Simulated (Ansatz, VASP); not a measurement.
Two plane-wave programs on Ti

```
CELL_PARAMETERS angstrom
-1.60809 1.60809 1.60809
1.60809 -1.60809 1.60809
1.60809 1.60809 -1.60809
ATOMIC_POSITIONS crystal
Ti 0.00000 0.00000 0.00000
```

Alike in both runs: task single point; functional PBE; k mesh 15 × 15 × 15; occupations fermi-dirac, width 0.1 eV; no spin polarisation.

|  | VASP | Ansatz |
| --- | --- | --- |
| version | VASP 6.6.1 | Ansatz 0.2.0 |
| potentials or method | VASP PAW PBE potentials, release 64 (Ti_sv), cutoff 520 eV | plane waves (420 eV) with PAW, scalar-relativistic |
| valence electrons in the cell | 12 | 12 |

|  | VASP | Ansatz | Ansatz less VASP |
| --- | --- | --- | --- |
| pressure (GPa) | 4.2 | 4.5 | +0.30 |
